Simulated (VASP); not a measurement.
Here is a VASP 6.6.1 calculation.

The input POSCAR:

```
Al3GaN4
1.0
    4.4014385300      0.0000000000      0.0000000000
    0.0000000000      4.4014385300      0.0000000000
    0.0000000000      0.0000000000      4.4014385300
Al Ga N
3 1 4
Direct
    0.4870916288      0.4870916288     -0.0135255038
    0.5000000000      0.0000000000      0.5000000000
    0.0000000000      0.5000000000      0.5000000000
    0.0000000000      0.0000000000      0.0000000000
    0.7441634300      0.7441634300      0.2558365700
    0.7441634300      0.2558365700      0.7441634300
    0.2558365700      0.7441634300      0.7441634300
    0.2558365700      0.2558365700      0.2558365700
```

INCAR.step1

```
SYSTEM = Al3GaN4
PREC = Accurate
ENCUT = 520
ISMEAR = 0
SIGMA = 0.05
LREAL = .False.
LASPH = .True.
NELM = 80
NBANDS = 31
GGA = PE
ALGO = Normal
EDIFF = 1E-4
LWAVE = .True.
LCHARG = .False.
```

File INCAR.step2:

```
SYSTEM = Al3GaN4
PREC = Accurate
ENCUT = 520
EDIFF = 1E-6
ISMEAR = 0
SIGMA = 0.05
LREAL = .False.
LASPH = .True.
NELM = 80
ALGO = Normal
ISIF = 2
LWAVE = .False.
LCHARG = .True.
METAGGA = R2SCAN
LMIXTAU = .True.
LELF = .True.
LVHAR = .True.
NBANDS = 31
ISTART = 1
```

Contents of KPOINTS:

```
Automatic mesh
0
Gamma
  6 6 6
  0 0 0
```

Potentials or basis: VASP PAW PBE potentials, release 64 (Al, Ga_d, N).

Run with:

```sh
$ cat potpaw_PBE.64/Al/POTCAR potpaw_PBE.64/Ga_d/POTCAR potpaw_PBE.64/N/POTCAR > POTCAR
$ cp INCAR.step1 INCAR
$ mpirun -np 1 vasp_std > vasp.out
$ cp INCAR.step2 INCAR
$ mpirun -np 1 vasp_std > vasp.out
```

(1) What does it give for the largest force?

(2) Estimate the pressure.

## Answers

(1) 1.863 eV/Å.

(2) 0.3 GPa.

Caveat: the cell differs from its parent crystal (atom 1 (Al) moved -0.100 Å towards its neighbour atom 5 (N) at 1.892 Å); the PAW data sets were made with another functional, which shifts forces and pressure a little.
